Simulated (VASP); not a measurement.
# BaPm (P-6m2) in VASP: further runs, part 2 of 3

VASP 6.6.1.

### Step 3. Single point, PBE, collinear spin, ferromagnetic start

This run uses another cell than the first one, of 42.68 Å³/atom.

The input, INCAR:

```
SYSTEM = BaPm
  PREC = Accurate
  ENCUT = 520
  EDIFF = 1E-6
  ISMEAR = -1
  SIGMA = 0.05
  LREAL = .FALSE.
  LASPH = .TRUE.
  NELM = 150
  ALGO = Fast
  ISIF = 2
  LWAVE = .FALSE.
  LCHARG = .TRUE.
  ISPIN = 2
  MAGMOM = 4 0
  LORBIT = 11
  LMAXMIX = 6
  GGA = PE
  LELF = .TRUE.
  LVHAR = .TRUE.
  NBANDS = 24
```

The input, KPOINTS:

```
Automatic mesh
0
G
  8 8 4
  0 0 0
```

The input, POSCAR:

```
BaPm
1.0
    3.9138893064      0.0000000000      0.0000000000
   -1.9569446532      3.3895275669      0.0000000000
    0.0000000000      0.0000000000      6.4344696260
Pm Ba
1 1
Direct
    0.6666666667      0.3333333333      0.0000000000
    0.0000000000      0.0000000000      0.5000000000
```

Potentials or basis: VASP PAW PBE potentials, release 64 (Pm, Ba_sv).

The run is started by

```console
cat potpaw_PBE.64/Pm/POTCAR potpaw_PBE.64/Ba_sv/POTCAR > POTCAR
mpirun -np 1 vasp_std > vasp.out
```

OUTCAR:

```text
SYSTEM = BaPm
   PREC = Accurate
   ENCUT = 520
   EDIFF = 1E-6
   ISMEAR = -1
   LREAL = .FALSE.
   LASPH = .TRUE.
   NELM = 150
   ISIF = 2
   ISPIN = 2
   LORBIT = 11
   GGA = PE

 ion  position               nearest neighbor table
   1  0.667  0.333  0.000-   2 3.93   2 3.93   2 3.93   2 3.93   2 3.93   2 3.93
   2  0.000  0.000  0.500-   1 3.93   1 3.93   1 3.93   1 3.93   1 3.93   1 3.93

  LATTYP: Found a hexagonal cell.
[... 1517 lines left out ...]
  external PRESSURE =      20.7833698 kB  Pullay stress =       0.0000000 kB

 VOLUME and BASIS-vectors are now :
 -----------------------------------------------------------------------------
  energy-cutoff  :      520.00
  volume of cell :       85.36
      direct lattice vectors                 reciprocal lattice vectors
     3.913889306  0.000000000  0.000000000     0.255500328  0.147513183  0.000000000
    -1.956944653  3.389527567  0.000000000     0.000000000  0.295026366  0.000000000
     0.000000000  0.000000000  6.434469626     0.000000000  0.000000000  0.155412965

 POSITION                                       TOTAL-FORCE (eV/Angst)
 -----------------------------------------------------------------------------------
      1.95694      1.12984      0.00000        -0.000000     -0.000000      0.000000
      0.00000      0.00000      3.21723         0.000000      0.000000      0.000000
 -----------------------------------------------------------------------------------
    total drift:                               -0.000000      0.000000      0.000000

  FREE ENERGIE OF THE ION-ELECTRON SYSTEM (eV)
  ---------------------------------------------------
  free  energy   TOTEN  =        -9.2795710268 eV

  energy  without entropy=       -9.2006158341  energy(sigma->0) =       -9.24009343

 total charge

# of ion       s       p       d       f       tot
--------------------------------------------------
    1        2.049   5.492   0.386   4.459  12.385
    2        2.082   5.503   0.467   0.000   8.052
--------------------------------------------------
tot          4.130  10.995   0.853   4.459  20.437

 magnetization (x)

# of ion       s       p       d       f       tot
--------------------------------------------------
    1       -0.007   0.022   0.165   4.450   4.630
    2       -0.001   0.005  -0.005   0.000  -0.002
--------------------------------------------------
tot         -0.008   0.027   0.160   4.450   4.629
```

OSZICAR:

```text
N       E                     dE             d eps       ncg     rms          rms(c)
DAV:   1     0.245783409375E+03    0.24578E+03   -0.99846E+03  2880   0.123E+03
DAV:   2     0.250485213644E+02   -0.22073E+03   -0.20318E+03  3584   0.254E+02
DAV:   3    -0.483805378846E+01   -0.29887E+02   -0.28643E+02  3920   0.107E+02
[... 23 lines left out ...]
RMM:  27    -0.927956313649E+01   -0.30296E-05   -0.32186E-05  3500   0.142E-02    0.526E-03
RMM:  28    -0.927956579067E+01   -0.26542E-05   -0.27331E-05  3371   0.124E-02    0.464E-03
RMM:  29    -0.927956787079E+01   -0.20801E-05   -0.20399E-05  3367   0.117E-02    0.275E-03
RMM:  30    -0.927956924858E+01   -0.13778E-05   -0.13915E-05  3228   0.112E-02    0.907E-04
RMM:  31    -0.927957029304E+01   -0.10445E-05   -0.10866E-05  3066   0.948E-03    0.114E-03
RMM:  32    -0.927957102680E+01   -0.73376E-06   -0.75180E-06  2892   0.837E-03
   1 F= -.92795710E+01 E0= -.92400934E+01  d E =-.789552E-01  mag=     5.2442
```

stdout:

```text
POSCAR found type information on POSCAR PmBa
 POSCAR found :  2 types and       2 ions
 scaLAPACK will be used
 LDA part: xc-table for (Slater+PW92), standard interpolation
 POSCAR, INCAR and KPOINTS ok, starting setup
 FFT: planning ... GRIDC
 FFT: planning ... GRID_SOFT
 FFT: planning ... GRID
 WAVECAR not read
 entering main loop
WARNING in EDDRMM: call to ZHEGV failed, returncode =   6  3     14
WARNING in EDDRMM: call to ZHEGV failed, returncode =   6  3      9
WARNING in EDDRMM: call to ZHEGV failed, returncode =   6  3     10
WARNING in EDDRMM: call to ZHEGV failed, returncode =   8  4     21
```

It took 5.7 min on 1 thread of Intel Xeon Platinum 8124M at 3.00GHz (Skylake/Cascade Lake), shared host; peak memory 0.31 GiB.

Results:

```yaml
Free_energy: -9.2796 eV
Pressure: 2.1 GPa
Net_moment: 5.24 μB per cell
Site_moments: Pm +4.63; Ba -0.00 μB
Valence_electrons_inside_the_program's_atomic_spheres: Pm 12.38; Ba 8.05
```

Stress tensor (GPa, compression positive):
```
1.96 0.00 0.00
0.00 1.96 0.00
0.00 0.00 2.32
```

Levels at points of the mesh, in eV from the Fermi level:
Spin up:
```tsv
k point	band 13	band 14	band 15	band 16	band 17	band 18
(0.00, 0.00, 0.00)	-0.43	-0.09	-0.09	0.01	0.21	1.68
(0.50, 0.00, 0.00)	-0.54	-0.50	-0.09	0.01	0.19	0.34
(0.00, 0.00, 0.50)	-0.43	-0.07	-0.07	0.00	0.08	1.02
(0.50, 0.00, 0.50)	-0.52	-0.23	-0.02	0.01	0.20	0.24
```
Spin down:
| k point | band 6 | band 7 | band 8 | band 9 | band 10 | band 11 | band 12 | band 13 | band 14 | band 15 |
| --- | --- | --- | --- | --- | --- | --- | --- | --- | --- | --- |
| (0.00, 0.00, 0.00) | -13.46 | -12.94 | -12.94 | -3.01 | -1.02 | 2.02 | 2.10 | 2.23 | 2.23 | 2.59 |
| (0.50, 0.00, 0.00) | -14.09 | -13.32 | -13.20 | -0.83 | -0.37 | -0.34 | 1.37 | 2.02 | 2.17 | 2.56 |
| (0.00, 0.00, 0.50) | -13.55 | -12.94 | -12.94 | -1.78 | -1.65 | 1.23 | 1.48 | 2.15 | 2.15 | 2.43 |
| (0.50, 0.00, 0.50) | -14.07 | -13.30 | -13.21 | -1.07 | -0.85 | 0.56 | 0.72 | 2.33 | 2.52 | 2.61 |

Caveat: the magnetic or orbital state may not be the lowest; spin-orbit coupling is left out, which moves the levels of the heavy elements; semilocal functionals describe open f shells poorly, which spoils levels, moments and volumes. The state reached can hang on the start; a lower one may exist.

### Step 4. Single point, PBE, collinear spin, ferromagnetic start

This run uses another cell than the first one, of 43.57 Å³/atom.

The input, INCAR:

```
SYSTEM = BaPm
PREC = Accurate
ENCUT = 520
EDIFF = 1E-6
ISMEAR = -1
SIGMA = 0.05
LREAL = .False.
LASPH = .True.
NELM = 150
ALGO = Fast
ISIF = 2
LWAVE = .False.
LCHARG = .False.
ISPIN = 2
MAGMOM = 4 0
LORBIT = 11
LMAXMIX = 6
GGA = PE
NBANDS = 24
```

The input, KPOINTS:

```
regular mesh
0
Gamma
  8 8 4
  0 0 0
```

The input, POSCAR:

```
BaPm
1.0
    3.9408824994      0.0000000000      0.0000000000
   -1.9704412497      3.4129043578      0.0000000000
    0.0000000000      0.0000000000      6.4788466810
Pm Ba
1 1
Direct
    0.6666666667      0.3333333333      0.0000000000
    0.0000000000      0.0000000000      0.5000000000
```

Potentials or basis: VASP PAW PBE potentials, release 64 (Pm, Ba_sv).

The run is started by

```console
cat potpaw_PBE.64/Pm/POTCAR potpaw_PBE.64/Ba_sv/POTCAR > POTCAR
mpirun -np 1 vasp_std > vasp.out
```

OUTCAR:

```text
SYSTEM = BaPm
   PREC = Accurate
   ENCUT = 520
   EDIFF = 1E-6
   ISMEAR = -1
   LREAL = .False.
   LASPH = .True.
   NELM = 150
   ISIF = 2
   ISPIN = 2
   LORBIT = 11
   GGA = PE

 ion  position               nearest neighbor table
   1  0.667  0.333  0.000-   2 3.96   2 3.96   2 3.96   2 3.96   2 3.96   2 3.96
   2  0.000  0.000  0.500-   1 3.96   1 3.96   1 3.96   1 3.96   1 3.96   1 3.96

  LATTYP: Found a hexagonal cell.
 ALAT       =     3.9408824994
 C/A-ratio  =     1.6440090975

  Lattice vectors:

 A1 = (   3.9408824994,   0.0000000000,   0.0000000000)
 A2 = (  -1.9704412497,   3.4129043578,   0.0000000000)
 A3 = (   0.0000000000,   0.0000000000,   6.4788466810)

Analysis of symmetry for initial positions (statically):
=====================================================================
 Subroutine PRICEL returns:
 Original cell was already a primitive cell.

 Routine SETGRP: Setting up the symmetry group for a
 hexagonal supercell.

 Subroutine GETGRP returns: Found 12 space group operations
 (whereof 12 operations were pure point group operations)
 out of a pool of 24 trial point group operations.

The static configuration has the point symmetry D_3h.

Analysis of symmetry for dynamics (positions and initial velocities):
=====================================================================
 Subroutine PRICEL returns:
 Original cell was already a primitive cell.

 Routine SETGRP: Setting up the symmetry group for a
 hexagonal supercell.

 Subroutine GETGRP returns: Found 12 space group operations
 (whereof 12 operations were pure point group operations)
 out of a pool of 24 trial point group operations.

The dynamic configuration has the point symmetry D_3h.

Analysis of structural, dynamic, and magnetic symmetry:
=====================================================================
 Subroutine PRICEL returns:
 Original cell was already a primitive cell.

 Routine SETGRP: Setting up the symmetry group for a
 hexagonal supercell.

 Subroutine GETGRP returns: Found 12 space group operations
 (whereof 12 operations were pure point group operations)
 out of a pool of 24 trial point group operations.

The overall configuration has the point symmetry D_3h.

 Subroutine INISYM returns: Found 12 space group operations
 (whereof 12 operations are pure point group operations),
 and found     1 'primitive' translations

----------------------------------------------------------------------------------------

                                     Primitive cell

  volume of cell :      87.1395

  direct lattice vectors                    reciprocal lattice vectors
     3.940882499  0.000000000  0.000000000     0.253750270  0.146502787  0.000000000
    -1.970441250  3.412904358  0.000000000     0.000000000  0.293005574  0.000000000
     0.000000000  0.000000000  6.478846681     0.000000000  0.000000000  0.154348459

  length of vectors
[... 71 lines left out ...]
   NGXF,Y,Z  is equivalent  to a cutoff of  25.31, 25.31, 24.63 a.u.
 SYSTEM =  BaPm
   PREC   = accura    normal or accurate (medium, high low for compatibility)
   ISTART =      0    job   : 0-new  1-cont  2-samecut
   ICHARG =      2    charge: 1-file 2-atom 10-const
   ISPIN  =      2    spin polarized calculation?
   LNONCOLLINEAR =      F non collinear calculations
   LSORBIT =      F    spin-orbit coupling
   LASPH  =      T    aspherical Exc in radial PAW
   ENCUT  =  520.0 eV  38.22 Ry    6.18 a.u.   7.33  7.33 12.05*2*pi/ulx,y,z
   NELM   =    150;   NELMIN=  2; NELMDL= -5     # of ELM steps
   EDIFF  = 0.1E-05   stopping-criterion for ELM
   LREAL  =      F    real-space projection
   EDIFFG = 0.1E-04   stopping-criterion for IOM
   NSW    =      0    number of steps for IOM
   IBRION =     -1    ionic relax: 0-MD 1-quasi-New 2-CG
   NFREE  =      0    steps in history (QN), initial steepest desc. (CG)
   ISIF   =      2    stress and relaxation
   ISYM   =      2    0-nonsym 1-usesym 2-fastsym
   POTIM  = 0.5000    time-step for ionic-motion
   TEBEG  =    0.0;   TEEND  =   0.0 temperature during run
   PSTRESS=    0.0 pullay stress
   NELECT =      25.0000    total number of electrons
   NUPDOWN=      -1.0000    fix difference up-down
   EMIN   =  10.00;   EMAX   =-10.00  energy-range for DOS
   EFERMI =   0.00;   METHOD = LEGACY
   ISMEAR =    -1;   SIGMA  =   0.05  broadening in eV -4-tet -1-fermi 0-gaus
   EFERMI_NEDOS =   21; number of points for ismear=-14 and -15
   IALGO  =     68    algorithm
   IMIX   =      4    mixing-type and parameters
     AMIX     =   0.40;   BMIX     =  1.00
     AMIX_MAG =   1.60;   BMIX_MAG =  1.00
  volume/ion in A,a.u.               =      43.57       294.02
  Fermi-wavevector in a.u.,A,eV,Ry     =   1.079733  2.040400 15.861991  1.165823
  Thomas-Fermi vector in A             =   2.215706
   LORBIT       =     11    0 simple, 1 ext, 2 COOP (PROOUT), +10 PAW based schemes
   GGA     = PE    functional components
   LHFCALC =     F    Hartree Fock is set to
   AEXX    =    0.0000 exact exchange contribution
   IVDW    =     0    specifies the selected vdW correction
   LEPSILON=     F    determine dielectric tensor
   LRPA    =     F    only Hartree local field effects (RPA)
 spin polarized calculation
 RMM-DIIS sequential band-by-band and
  energy-cutoff  :      520.00
  volume of cell :       87.14
 maximum number of plane-waves:      2382
 NGX is ok and might be reduce to    30
   NGX = 15   NGY = 15   NGZ = 25

 number of electron      24.9999993 magnetization       5.2478797

 Free energy of the ion-electron system (eV)
  ---------------------------------------------------
  ext. energy  EPLUGINS =         0.00000000
  ---------------------------------------------------
  free energy    TOTEN  =        -9.30114091 eV

  energy without entropy =       -9.22176147  energy(sigma->0) =       -9.26145119

 E-fermi :   3.6857     XC(G=0):  -8.7395

 val. band max:        3.6843547456   @ k =   0.2500   0.2500   0.2500
 cond. band min:       3.6905090121   @ k =   0.5000  -0.0000   0.0000
 fundamental gap:      0.0061542665
 Fermi energy:         3.6857235415

 spin component 1

 k-point     1 :       0.0000    0.0000    0.0000
  band No.  band energies     occupation
      1     -35.1786      1.00000
      2     -24.5759      1.00000
      3     -15.6959      1.00000
      4     -15.4119      1.00000
      5     -15.4119      1.00000
      6      -9.8456      1.00000
[... 637 lines left out ...]
     23       6.9631      0.00000
     24       8.4098      0.00000

 [... further k-points ...]

 spin component 2

 k-point     1 :       0.0000    0.0000    0.0000
  band No.  band energies     occupation
      1     -32.9920      1.00000
      2     -24.5784      1.00000
      3     -14.1530      1.00000
      4     -13.7574      1.00000
      5     -13.7574      1.00000
      6      -9.7898      1.00000
[... 637 lines left out ...]
     23       7.7254      0.00000
     24       9.0923      0.00000

 [... further k-points ...]

------------------------ aborting loop because EDIFF is reached ----------------------------------------

  FORCE on cell =-STRESS in cart. coord.  units (eV):
  Direction    XX          YY          ZZ          XY          YZ          ZX
  --------------------------------------------------------------------------------------
  -------------------------------------------------------------------------------------
  Total        0.8814086      0.8814086      1.0938797      0.0000000     -0.0000000      0.0000000
  in kB       16.2058778     16.2058778     20.1124432      0.0000000     -0.0000000      0.0000000
  external PRESSURE =      17.5080662 kB  Pullay stress =       0.0000000 kB

 VOLUME and BASIS-vectors are now :
 -----------------------------------------------------------------------------
  energy-cutoff  :      520.00
  volume of cell :       87.14
      direct lattice vectors                 reciprocal lattice vectors
     3.940882499  0.000000000  0.000000000     0.253750270  0.146502787  0.000000000
    -1.970441250  3.412904358  0.000000000     0.000000000  0.293005574  0.000000000
     0.000000000  0.000000000  6.478846681     0.000000000  0.000000000  0.154348459

 POSITION                                       TOTAL-FORCE (eV/Angst)
 -----------------------------------------------------------------------------------
      1.97044      1.13763      0.00000         0.000000     -0.000000      0.000000
      0.00000      0.00000      3.23942        -0.000000      0.000000      0.000000
 -----------------------------------------------------------------------------------
    total drift:                               -0.000000      0.000000      0.000000

  FREE ENERGIE OF THE ION-ELECTRON SYSTEM (eV)
  ---------------------------------------------------
  free  energy   TOTEN  =        -9.3011409107 eV

  energy  without entropy=       -9.2217614723  energy(sigma->0) =       -9.26145119

 total charge

# of ion       s       p       d       f       tot
--------------------------------------------------
    1        2.048   5.493   0.376   4.464  12.380
    2        2.081   5.506   0.453   0.000   8.040
--------------------------------------------------
tot          4.129  10.999   0.829   4.464  20.421

 magnetization (x)

# of ion       s       p       d       f       tot
--------------------------------------------------
    1       -0.008   0.022   0.162   4.457   4.633
    2       -0.001   0.005  -0.005   0.000  -0.002
--------------------------------------------------
tot         -0.009   0.027   0.157   4.457   4.632
```

It took 6 min on 1 thread of Intel Xeon Platinum 8124M at 3.00GHz (Skylake/Cascade Lake), shared host; peak memory 0.31 GiB.

What came out:

```
Free energy                                           : -9.3011 eV
Pressure                                              : 1.8 GPa
Net moment                                            : 5.25 μB per cell
Site moments                                          : Pm +4.63; Ba -0.00 μB
Valence electrons inside the program's atomic spheres : Pm 12.38; Ba 8.04
```

Caveat: the magnetic or orbital state may not be the lowest; spin-orbit coupling is left out, which moves the levels of the heavy elements; semilocal functionals describe open f shells poorly, which spoils levels, moments and volumes. The state reached can hang on the start; a lower one may exist.

[end of part 2 of 3]
